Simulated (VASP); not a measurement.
# PtSe2 in VASP: further runs

The runs below take PtSe2 through single point, with PBE+D3(BJ), PBE.

All numbers are computed with VASP 6.6.1; they aren't measurements. Logs are shortened: lines on timing, memory, paths and dates and some standing lists are left out, and cuts for length are marked.

## 1. The cell of the first run

The cell holds a sheet with vacuum, 9 atoms: a = 3.724 Å, b = 3.724 Å, c = 29.186 Å, α = 90.00°, β = 90.00°, γ = 120.00°.

## 2. Single point, PBE+D3(BJ)

Input file INCAR:

```
PREC = Accurate ; ENCUT = 520
EDIFF = 1E-6 ; ISMEAR = 0
SIGMA = 0.03 ; LREAL = False
LASPH = True ; NELM = 80
ALGO = Normal ; ISIF = 2
LWAVE = False ; LCHARG = False
LDIPOL = True ; IDIPOL = 3
DIPOL = 0.5 0.5 0.500 ; GGA = PE
IVDW = 12 ; NBANDS = 43
```

Input file KPOINTS:

```
regular mesh
0
Gamma
  12 12 1
```

Input file POSCAR:

```
PtSe2
1.0
    3.7240000000      0.0000000000      0.0000000000
   -1.8620000000      3.2250786037      0.0000000000
    0.0000000000      0.0000000000     29.1860000000
Pt Se
3 6
Direct
    0.0000000000      0.0000000000      0.3265606798
    0.0000000000      0.0000000000      0.5000000000
    0.0000000000      0.0000000000      0.6734393202
    0.3333333333      0.6666666667      0.3707599534
    0.6666666667      0.3333333333      0.2823614062
    0.3333333333      0.6666666667      0.5441992736
    0.6666666667      0.3333333333      0.4558007264
    0.3333333333      0.6666666667      0.7176385938
    0.6666666667      0.3333333333      0.6292400466
```

Potentials or basis: VASP PAW PBE potentials, release 64 (Pt, Se).

The run is started by

```
$ cat potpaw_PBE.64/Pt/POTCAR potpaw_PBE.64/Se/POTCAR > POTCAR
$ mpirun -np 1 vasp_std > vasp.out
```

OUTCAR:

```text
PREC = Accurate
   ENCUT = 520
   EDIFF = 1E-6
   ISMEAR = 0
   LREAL = False
   LASPH = True
   NELM = 80
   ISIF = 2
   GGA = PE
   IVDW = 12
 IVDW          = 12

 ion  position               nearest neighbor table
   1  0.000  0.000  0.327-   5 2.51   4 2.51   5 2.51   4 2.51   5 2.51   4 2.51
   2  0.000  0.000  0.500-   6 2.51   7 2.51   7 2.51   6 2.51   7 2.51   6 2.51
   3  0.000  0.000  0.673-   8 2.51   9 2.51   8 2.51   9 2.51   8 2.51   9 2.51
   4  0.333  0.667  0.371-   1 2.51   1 2.51   1 2.51
   5  0.667  0.333  0.282-   1 2.51   1 2.51   1 2.51
   6  0.333  0.667  0.544-   2 2.51   2 2.51   2 2.51
   7  0.667  0.333  0.456-   2 2.51   2 2.51   2 2.51
   8  0.333  0.667  0.718-   3 2.51   3 2.51   3 2.51
   9  0.667  0.333  0.629-   3 2.51   3 2.51   3 2.51

  LATTYP: Found a hexagonal cell.
 ALAT       =     3.7240000000
 C/A-ratio  =     7.8372717508

  Lattice vectors:

 A1 = (   3.7240000000,   0.0000000000,   0.0000000000)
 A2 = (  -1.8620000000,   3.2250786037,   0.0000000000)
 A3 = (   0.0000000000,   0.0000000000,  29.1860000000)

Analysis of symmetry for initial positions (statically):
=====================================================================
 Subroutine PRICEL returns:
 Original cell was already a primitive cell.

 Routine SETGRP: Setting up the symmetry group for a
 hexagonal supercell.

 Subroutine GETGRP returns: Found 12 space group operations
 (whereof 12 operations were pure point group operations)
 out of a pool of 24 trial point group operations.

The static configuration has the point symmetry D_3d.

Analysis of symmetry for dynamics (positions and initial velocities):
=====================================================================
 Subroutine PRICEL returns:
 Original cell was already a primitive cell.

 Routine SETGRP: Setting up the symmetry group for a
 hexagonal supercell.

 Subroutine GETGRP returns: Found 12 space group operations
 (whereof 12 operations were pure point group operations)
 out of a pool of 24 trial point group operations.

The dynamic configuration has the point symmetry D_3d.

 Subroutine INISYM returns: Found 12 space group operations
 (whereof 12 operations are pure point group operations),
 and found     1 'primitive' translations

----------------------------------------------------------------------------------------

                                     Primitive cell

  volume of cell :     350.5295

  direct lattice vectors                    reciprocal lattice vectors
     3.724000000  0.000000000  0.000000000     0.268528464  0.155034981  0.000000000
    -1.862000000  3.225078604  0.000000000     0.000000000  0.310069962  0.000000000
     0.000000000  0.000000000 29.186000000     0.000000000  0.000000000  0.034263003

  length of vectors
     3.724000000  3.724000000 29.186000000     0.310069962  0.310069962  0.034263003

  position of ions in fractional coordinates (direct lattice)
     0.000000000  0.000000000  0.326560680
     0.000000000  0.000000000  0.500000000
     0.000000000  0.000000000  0.673439320
     0.333333333  0.666666667  0.370759953
     0.666666667  0.333333333  0.282361406
     0.333333333  0.666666667  0.544199274
     0.666666667  0.333333333  0.455800726
     0.333333333  0.666666667  0.717638594
     0.666666667  0.333333333  0.629240047

  ion indices of the primitive-cell ions
   primitive index   ion index
                 1           1
                 2           2
                 3           3
                 4           4
                 5           5
                 6           6
                 7           7
                 8           8
                 9           9

----------------------------------------------------------------------------------------

 KPOINTS: regular mesh

Automatic generation of k-mesh.
 Grid dimensions read from file:
 generate k-points for:   12   12    1

 Generating k-lattice:

  Cartesian coordinates                     Fractional coordinates (reciprocal lattice)
     0.022377372  0.012919582  0.000000000     0.083333333 -0.000000000  0.000000000
     0.000000000  0.025839163  0.000000000     0.000000000  0.083333333  0.000000000
     0.000000000  0.000000000  0.034263003     0.000000000  0.000000000  1.000000000

  Length of vectors
     0.025839163  0.025839163  0.034263003

  Shift w.r.t. Gamma in fractional coordinates (k-lattice)
     0.000000000  0.000000000  0.000000000

 Subroutine IBZKPT returns following result:
 ===========================================

 Found     19 irreducible k-points:

 Following reciprocal coordinates:
            Coordinates               Weight
  0.000000  0.000000  0.000000      1.000000
  0.083333  0.000000  0.000000      6.000000
  0.166667 -0.000000  0.000000      6.000000
  0.250000 -0.000000  0.000000      6.000000
  0.333333 -0.000000  0.000000      6.000000
  0.416667  0.000000  0.000000      6.000000
[... 11 lines left out ...]
  0.333333  0.250000  0.000000     12.000000
  0.333333  0.333333  0.000000      2.000000
   k-points           NKPTS =     19   k-points in BZ     NKDIM =     19   number of bands    NBANDS=     43
   number of dos      NEDOS =    301   number of ions     NIONS =      9
   total plane-waves  NPLWV = 175616
   dimension x,y,z NGX =    28 NGY =   28 NGZ =  224
   dimension x,y,z NGXF=    56 NGYF=   56 NGZF=  448
   ions per type =               3   6
   NGX,Y,Z   is equivalent  to a cutoff of  12.50, 12.50, 12.76 a.u.
   NGXF,Y,Z  is equivalent  to a cutoff of  25.00, 25.00, 25.52 a.u.
 SYSTEM =  unknown system
   PREC   = accura    normal or accurate (medium, high low for compatibility)
   ISTART =      0    job   : 0-new  1-cont  2-samecut
   ICHARG =      2    charge: 1-file 2-atom 10-const
   ISPIN  =      1    spin polarized calculation?
   LNONCOLLINEAR =      F non collinear calculations
   LSORBIT =      F    spin-orbit coupling
   LASPH  =      T    aspherical Exc in radial PAW
   ENCUT  =  520.0 eV  38.22 Ry    6.18 a.u.   6.92  6.92 54.27*2*pi/ulx,y,z
   NELM   =     80;   NELMIN=  2; NELMDL= -5     # of ELM steps
   EDIFF  = 0.1E-05   stopping-criterion for ELM
   LREAL  =      F    real-space projection
   EDIFFG = 0.1E-04   stopping-criterion for IOM
   NSW    =      0    number of steps for IOM
   IBRION =     -1    ionic relax: 0-MD 1-quasi-New 2-CG
   NFREE  =      0    steps in history (QN), initial steepest desc. (CG)
   ISIF   =      2    stress and relaxation
   ISYM   =      2    0-nonsym 1-usesym 2-fastsym
   POTIM  = 0.5000    time-step for ionic-motion
   TEBEG  =    0.0;   TEEND  =   0.0 temperature during run
   PSTRESS=    0.0 pullay stress
   NELECT =      66.0000    total number of electrons
   NUPDOWN=      -1.0000    fix difference up-down
   EMIN   =  10.00;   EMAX   =-10.00  energy-range for DOS
   EFERMI =   0.00;   METHOD = LEGACY
   ISMEAR =     0;   SIGMA  =   0.03  broadening in eV -4-tet -1-fermi 0-gaus
   EFERMI_NEDOS =   21; number of points for ismear=-14 and -15
   IALGO  =     38    algorithm
   IMIX   =      4    mixing-type and parameters
     AMIX     =   0.40;   BMIX     =  1.00
     AMIX_MAG =   1.60;   BMIX_MAG =  1.00
  volume/ion in A,a.u.               =      38.95       262.83
  Fermi-wavevector in a.u.,A,eV,Ry     =   0.938313  1.773155 11.979007  0.880432
  Thomas-Fermi vector in A             =   2.065513
   LORBIT       =      0    0 simple, 1 ext, 2 COOP (PROOUT), +10 PAW based schemes
   GGA     = PE    functional components
   LHFCALC =     F    Hartree Fock is set to
   AEXX    =    0.0000 exact exchange contribution
   IVDW    =    12    specifies the selected vdW correction
   LEPSILON=     F    determine dielectric tensor
   LRPA    =     F    only Hartree local field effects (RPA)
 non-spin polarized calculation
 Gauss-broadening in eV      SIGMA  =   0.03
  energy-cutoff  :      520.00
  volume of cell :      350.53
 maximum number of plane-waves:      9471
 NGX is ok and might be reduce to    28
   NGX = 13   NGY = 13   NGZ =109

 dipolmoment           0.000000      0.000000      0.000000 electrons x Angstroem

 number of electron      65.9999995 magnetization

 dipolmoment           0.000000      0.000000     -0.000000 electrons x Angstroem

 Free energy of the ion-electron system (eV)
  ---------------------------------------------------
  ext. energy  EPLUGINS =         0.00000000
  ---------------------------------------------------
  free energy    TOTEN  =       -42.68422056 eV

  energy without entropy =      -42.68385802  energy(sigma->0) =      -42.68403929

 E-fermi :   1.1679     XC(G=0):  -6.0116

 val. band max:        1.1328939368   @ k =   0.0833   0.0000   0.0000
 cond. band min:       1.2028283326   @ k =   0.2500  -0.0000   0.0000
 fundamental gap:      0.0699343958
 Fermi energy:         1.1678611849

 k-point     1 :       0.0000    0.0000    0.0000
  band No.  band energies     occupation
      1     -14.4175      2.00000
      2     -14.1475      2.00000
      3     -13.9179      2.00000
      4     -12.6512      2.00000
      5     -12.1786      2.00000
      6     -11.8466      2.00000
[... 35 lines left out ...]
     42       5.1338      0.00000
     43       5.4069      0.00000

 k-point     2 :       0.0833    0.0000    0.0000
  band No.  band energies     occupation
      1     -14.3411      2.00000
      2     -14.0732      2.00000
      3     -13.8437      2.00000
      4     -12.6400      2.00000
      5     -12.1844      2.00000
      6     -11.8714      2.00000
[... 774 lines left out ...]
 k-point    19 :       0.3333    0.3333    0.0000
  band No.  band energies     occupation
      1     -12.5180      2.00000
      2     -12.5180      2.00000
      3     -12.4864      2.00000
      4     -12.4864      2.00000
      5     -12.3064      2.00000
      6     -12.3064      2.00000
[... 35 lines left out ...]
     42       7.1861      0.00000
     43       8.2574      0.00000

------------------------ aborting loop because EDIFF is reached ----------------------------------------

 vacuum level on the upper side and lower side of the slab       (xc-potential included)        -0.217        -0.217

 Edisp (eV)   -3.72535

 E8    (eV) :    -1.6362

  FORCE on cell =-STRESS in cart. coord.  units (eV):
  Direction    XX          YY          ZZ          XY          YZ          ZX
  --------------------------------------------------------------------------------------
  -------------------------------------------------------------------------------------
  Total       2.25083     2.25083     1.26912     0.00000    -0.00000     0.00000
  in kB      10.28796    10.28796     5.80079     0.00000    -0.00000     0.00000
  external pressure =        8.79 kB  Pullay stress =        0.00 kB

 VOLUME and BASIS-vectors are now :
 -----------------------------------------------------------------------------
  energy-cutoff  :      520.00
  volume of cell :      350.53
      direct lattice vectors                 reciprocal lattice vectors
     3.724000000  0.000000000  0.000000000     0.268528464  0.155034981  0.000000000
    -1.862000000  3.225078604  0.000000000     0.000000000  0.310069962  0.000000000
     0.000000000  0.000000000 29.186000000     0.000000000  0.000000000  0.034263003

 POSITION                                       TOTAL-FORCE (eV/Angst)
 -----------------------------------------------------------------------------------
      0.00000      0.00000      9.53100        -0.000000      0.000000      0.273434
      0.00000      0.00000     14.59300        -0.000000      0.000000      0.000000
      0.00000      0.00000     19.65500        -0.000000     -0.000000     -0.273434
     -0.00000      2.15005     10.82100        -0.000000      0.000000      0.177085
      1.86200      1.07503      8.24100         0.000000      0.000000     -0.376047
     -0.00000      2.15005     15.88300        -0.000000     -0.000000      0.252535
      1.86200      1.07503     13.30300         0.000000      0.000000     -0.252535
     -0.00000      2.15005     20.94500         0.000000     -0.000000      0.376047
      1.86200      1.07503     18.36500         0.000000      0.000000     -0.177085
 -----------------------------------------------------------------------------------
    total drift:                               -0.000000      0.000000     -0.000000

  FREE ENERGIE OF THE ION-ELECTRON SYSTEM (eV)
  ---------------------------------------------------
  free  energy   TOTEN  =       -46.4095670887 eV

  energy  without entropy=      -46.4092045500  energy(sigma->0) =      -46.40938582

 vacuum level on the upper side and lower side of the slab         5.605         5.605
```

Run time: 3.4 min. Hardware: 1 thread of AMD EPYC 9R45 (Zen 5), shared host; peak memory 0.53 GiB.

What came out:

```
Free energy                : -46.4096 eV
Largest force              : 0.376 eV/Å
Band gap on the k mesh     : 0.07 eV (least direct gap 0.72 eV)
Dispersion energy per atom : -0.414 eV
```

Forces on the atoms (eV/Å):
```
Pt   0.000  0.000  0.273
Pt   0.000  0.000  0.000
Pt   0.000  0.000 -0.273
Se   0.000  0.000  0.177
Se   0.000  0.000 -0.376
Se   0.000  0.000  0.253
Se   0.000  0.000 -0.253
Se   0.000  0.000  0.376
Se   0.000  0.000 -0.177
```

Caveat: spin-orbit coupling is left out, which moves the levels of the heavy elements.

## 3. Single point, PBE+D3(BJ)

This run uses another cell than the first one.

Input file INCAR:

```
SYSTEM = PtSe2
ALGO = Normal ; DIPOL = 0.5 0.5 0.297
EDIFF = 1E-6 ; ENCUT = 520
GGA = PE ; IDIPOL = 3
ISIF = 2 ; ISMEAR = 0
IVDW = 12 ; LASPH = .True.
LCHARG = .False. ; LDIPOL = .True.
LREAL = .False. ; LWAVE = .False.
NBANDS = 43 ; NELM = 100
PREC = Accurate ; SIGMA = 0.03
```

Input file KPOINTS:

```
k-points
0
Gamma
  12 12 1
  0 0 0
```

Input file POSCAR:

```
PtSe2
1.0
    3.7467808957      0.0000000000      0.0000000000
   -1.8733904479      3.2448074381      0.0000000000
    0.0000000000      0.0000000000     49.2079999946
Pt Se
3 6
Direct
    0.0000000000      0.0000000000      0.1969701013
    0.0000000000      0.0000000000      0.2965574704
    0.0000000000      0.0000000000      0.3961448395
    0.3333333333      0.6666666667      0.2230218536
    0.6666666667      0.3333333333      0.1702397640
    0.3333333333      0.6666666667      0.3228429099
    0.6666666667      0.3333333333      0.2702720308
    0.3333333333      0.6666666667      0.4228751767
    0.6666666667      0.3333333333      0.3700930871
```

Potentials or basis: VASP PAW PBE potentials, release 64 (Pt, Se).

The run is started by

```
$ cat potpaw_PBE.64/Pt/POTCAR potpaw_PBE.64/Se/POTCAR > POTCAR
$ mpirun -np 1 vasp_std > vasp.out
```

It took 6.5 min on 1 thread of AMD EPYC 9R45 (Zen 5), shared host; peak memory 0.84 GiB.

The run converged. Its results:

```yaml
Free_energy: -46.4473 eV
Largest_force: 0.005 eV/Å
Band_gap_on_the_k_mesh: zero (bands 33 and 34 overlap by 0.01 eV)
Dispersion_energy_per_atom: -0.418 eV
```

Forces in eV/Å, atoms in the order of the input:
```
Pt   0.000  0.000 -0.002
Pt   0.000  0.000  0.000
Pt   0.000  0.000  0.002
Se   0.000  0.000  0.005
Se   0.000  0.000  0.001
Se   0.000  0.000  0.004
Se   0.000  0.000 -0.004
Se   0.000  0.000 -0.001
Se   0.000  0.000 -0.005
```

Levels at points of the mesh, in eV from the Fermi level:
```csv
k point,band 30,band 31,band 32,band 33,band 34,band 35,band 36,band 37
"(0.00, 0.00, 0.00)",-1.10,-1.10,-1.06,0.01,1.28,1.28,1.75,1.75
"(0.50, 0.00, 0.00)",-2.98,-2.77,-2.34,-1.60,0.70,0.87,1.28,1.47
```

Caveat: spin-orbit coupling is left out, which moves the levels of the heavy elements.

## 4. Single point, PBE

This run uses another cell than the first one.

Input file INCAR:

```
SYSTEM = PtSe2
PREC = Accurate
ENCUT = 520
EDIFF = 1E-6
ISMEAR = 0
SIGMA = 0.03
LREAL = .False.
LASPH = .True.
NELM = 60
ALGO = Normal
ISIF = 2
LWAVE = .False.
LCHARG = .True.
LDIPOL = .True.
IDIPOL = 3
DIPOL = 0.5 0.5 0.297
GGA = PE
LELF = .True.
LVHAR = .True.
LVACPOTAV = .True.
NBANDS = 43
```

Input file KPOINTS:

```
regular mesh
0
Gamma
  12 12 1
  0 0 0
```

POSCAR is that of step 3.

The run is started by

```
$ cat potpaw_PBE.64/Pt/POTCAR potpaw_PBE.64/Se/POTCAR > POTCAR
$ mpirun -np 1 vasp_std > vasp.out
```

Wall time 6.6 min (1 thread of AMD EPYC 9R45 (Zen 5), shared host); peak memory 0.84 GiB.

The run converged. Its results:

| Item | Value |
| --- | --- |
| Free energy | -42.6831 eV |
| Largest force | 0.120 eV/Å |
| Band gap on the k mesh | zero (bands 33 and 34 overlap by 0.01 eV) |
| Work function of the upper face | 4.65 eV |
| Work function of the lower face | 4.65 eV |

Forces in eV/Å, atoms in the order of the input:
```
Pt   0.000  0.000 -0.120
Pt   0.000  0.000  0.000
Pt   0.000  0.000  0.120
Se   0.000  0.000 -0.061
Se   0.000  0.000 -0.115
Se   0.000  0.000 -0.012
Se   0.000  0.000  0.012
Se   0.000  0.000  0.115
Se   0.000  0.000  0.061
```

Levels at points of the mesh, in eV from the Fermi level:
```csv
k point,band 29,band 30,band 31,band 32,band 33,band 34,band 35,band 36,band 37,band 38
"(0.00, 0.00, 0.00)",-1.28,-1.10,-1.10,-1.06,0.01,1.28,1.28,1.75,1.75,2.09
"(0.50, 0.00, 0.00)",-3.05,-2.98,-2.77,-2.34,-1.60,0.70,0.87,1.28,1.47,1.52
```

Caveat: spin-orbit coupling is left out, which moves the levels of the heavy elements.

## 5. Summary

| level | cell | gap on the mesh (eV) | largest force (eV/Å) |
| --- | --- | --- | --- |
| PBE+D3(BJ) | a = 3.724, b = 3.724, c = 29.186 Å, angles 90.0, 90.0, 120.0°, 9 atoms, atomic positions A | 0.07 | 0.38 |
| PBE+D3(BJ) | a = 3.747, b = 3.747, c = 49.208 Å, angles 90.0, 90.0, 120.0°, 9 atoms, atomic positions B | none | - |
| PBE | a = 3.747, b = 3.747, c = 49.208 Å, angles 90.0, 90.0, 120.0°, 9 atoms, atomic positions B | none | 0.12 |

Alike in all rows: task single point; potentials or basis VASP PAW PBE potentials, release 64 (Pt, Se); no spin polarisation; k mesh 12 × 12 × 1; cutoff (eV) 520; smearing gaussian 0.03 eV.

Caveats: spin-orbit coupling is left out, which moves the levels of the heavy elements.

Absolute energies hang on the potentials; compare differences alone.
